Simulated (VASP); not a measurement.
## KF: single point with PBE-based screened hybrid with 45 % exact exchange

KF:

```
K F
1.0
     0.00000    2.67350    2.67350
     2.67350    0.00000    2.67350
     2.67350    2.67350    0.00000
K F
1 1
Direct
  0.00000 0.00000 0.00000
  0.50000 0.50000 0.50000
```

| Property | Result |
| --- | --- |
| Program | VASP 6.6.1 |
| Task | single point |
| Functional | PBE-based screened hybrid with 45 % exact exchange |
| Potentials or basis | VASP PAW PBE potentials, release 64 (K_sv, F) |
| Cutoff | 520 eV |
| k mesh | 4 × 4 × 4 |
| Occupations | gaussian, width 0.05 eV |
| Spin | no spin polarisation |
| Dipole correction | no |
| Grid for exact exchange (PRECFOCK) | Normal |
| Share of exact exchange | 0.45 |
| Further INCAR settings | ALGO = Normal; EDIFF = 1e-06; NBANDS = 15 |
| Screening parameter | 0.3 1/Å |

The pressure is -0.2 GPa and the band gap on the k mesh is 9.30 eV.

Levels at points of the mesh, in eV from the valence-band top:
```csv
k point,band 5,band 6,band 7,band 8,band 9,band 10,band 11,band 12
"(0.00, 0.00, 0.00)",-9.59,0.00,0.00,0.00,9.30,14.35,14.35,14.35
"(0.50, 0.00, 0.00)",-9.62,-0.75,-0.34,-0.34,12.40,13.82,15.97,15.97
"(0.50, 0.50, 0.00)",-9.81,-0.17,-0.05,-0.05,11.52,13.95,15.10,17.81
```

It took 6.9 min on 1 thread of AMD EPYC 7R43 64-Core Processor (Zen 3) (shared host), peak memory 0.23 GiB.

Caveat: the k points lie up to 0.51 Å⁻¹ apart; the PAW data sets were made with another functional, which shifts forces and pressure a little.
